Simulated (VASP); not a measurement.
B2P3: single point with PBE

B2P3:

```xyz
25
Lattice="7.0142 0.0701 -0.0049 0.0701 7.2227 0.0540 -0.0049 0.0540 7.2453" Properties=species:S:1:pos:R:3 pbc="T T T"
P     1.8575    5.6641    6.9305
P     3.6098    0.2426    5.2829
P     4.0903    3.2676    0.5121
P     0.5954    7.3388    0.1426
P     3.5276    1.0296    2.6907
P     5.5025    6.4255    1.5828
P     5.8940    1.9722    6.0657
P     4.7416    5.3578    4.4286
P     1.5765    5.9129    3.3291
P     6.3156    1.4182    3.5739
P     3.2464    6.0175    2.1894
P     1.9342    3.1946    1.3605
P     7.1109    3.8444    3.3196
P     3.9495    2.8746    5.6447
P     0.8701    4.1143    5.9297
B     4.7610    6.4467    6.7587
B     4.6593    5.0534    6.1678
B     4.8892    2.2047    2.5261
B     3.8219    5.6527    0.5695
B     0.9273    0.5151    3.1486
B     6.9280    4.9894    1.5946
B     7.7501    4.6748    0.4676
B     5.9318    4.9053    7.5278
B     1.5438    1.3471    1.6710
B     6.5226    5.1705    4.2967
```

```yaml
Program: VASP 6.6.1
Task: single point
Functional: PBE
Potentials_or_basis: VASP PAW PBE potentials, release 64 (P, B)
Cutoff: 420 eV
k_mesh: 1 × 1 × 1, shifted
Occupations: fermi-dirac, width 0.2482 eV
Spin: no spin polarisation
Dipole_correction: no
Mended: yes
Further_INCAR_settings: LREAL = Auto; ALGO = Normal; EDIFF = 1e-06; NBANDS = 70; ISYM = -1
```

The pressure is 6.3 GPa and the largest force is 7.697 eV/Å. The band gap on the k mesh is zero (an odd number of electrons rules out a gap without spin polarisation).

Forces on the atoms (eV/Å):
```
P    3.621  4.730 -2.420
P    1.124  0.266  0.075
P    0.717  0.933  1.678
P    0.638  1.681  0.912
P   -2.429  0.057  0.248
P    2.562  0.309 -1.300
P    0.213 -0.352 -1.639
P   -1.929  1.423 -2.497
P   -3.078  0.162  1.991
P   -0.127  0.924  1.468
P    1.520  0.603  1.847
P   -0.254 -0.621  0.671
P    1.090 -1.455 -3.412
P   -0.131 -0.376 -0.486
P   -1.213 -0.804 -2.847
B    1.301  3.676  1.403
B    1.098 -4.774  3.103
B    0.538  0.240 -0.878
B   -2.074 -2.518 -2.706
B    0.260  0.724 -2.242
B   -4.055  0.840  6.488
B    0.835 -5.277 -1.054
B   -1.686 -0.266 -1.913
B    0.330 -1.021  0.389
B    1.129  0.897  3.121
```

Stress tensor (GPa, compression positive):
```
  5.80   0.44 -11.06
  0.44   3.06   0.51
-11.06   0.51  10.03
```

Levels at points of the mesh, in eV from the Fermi level:
```csv
k point,band 51,band 52,band 53,band 54,band 55,band 56
"(0.25, 0.25, 0.25)",-0.37,-0.22,-0.03,0.18,0.44,0.80
```

It took 42 s on 1 thread of AMD EPYC 7R13 Processor (Zen 3), with other jobs on the host, peak memory 0.29 GiB.

Caveat: the atoms stand as in a frame of molecular dynamics.
